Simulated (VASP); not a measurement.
Crystal: Na3LaMg.

```
Na La Mg
1.0
     4.45742    0.00000    0.00000
     0.00000    4.45742    0.00000
     0.00000    0.00000    4.45742
Na La Mg
3 1 1
Direct
  0.50000 0.50000 0.00000
  0.00000 0.50000 0.50000
  0.50000 0.00000 0.50000
  0.00000 0.00000 0.00000
  0.50000 0.50000 0.50000
```

- Program: VASP 6.6.1
- Task: relaxation of cell and atoms
- Functional: PBE
- Potentials or basis: VASP PAW PBE potentials, release 64 (Na_pv, La, Mg)
- Cutoff: 600 eV
- k mesh: 4 × 4 × 4
- Occupations: gaussian, width 0.1 eV
- Spin: no spin polarisation

At the start: pressure 38.7 GPa; volume 17.71 Å³/atom.

Where does the relaxation end?

Over 5 steps the energy falls by 1299.1 meV/atom and the volume is 37.63 Å³/atom (+112.4 %); space group Pm-3m (No. 221, to 0.05 Å).

The path:
| step | energy change (eV) | largest force (eV/Å) | pressure (GPa) | volume (Å³) |
| --- | --- | --- | --- | --- |
| 1 | 0.0000 | 0.0000 | 38.70 | 88.56 |
| 2 | -6.2281 | 0.0000 | 3.25 | 155.50 |
| 3 | -6.4290 | 0.0000 | 1.40 | 169.74 |
| 4 | -6.4598 | 0.0000 | -0.77 | 200.78 |
| 5 | -6.4956 | 0.0000 | -0.09 | 188.13 |

Final structure:
```
CELL_PARAMETERS angstrom
5.72995 0.00000 0.00000
0.00000 5.72995 0.00000
0.00000 0.00000 5.72995
ATOMIC_POSITIONS crystal
Na 0.50000 0.50000 0.00000
Na 0.00000 0.50000 0.50000
Na 0.50000 0.00000 0.50000
La 0.00000 0.00000 0.00000
Mg 0.50000 0.50000 0.50000
```

Caveat: the volume moved by over 15 % at a fixed basis, so the end points are rough.
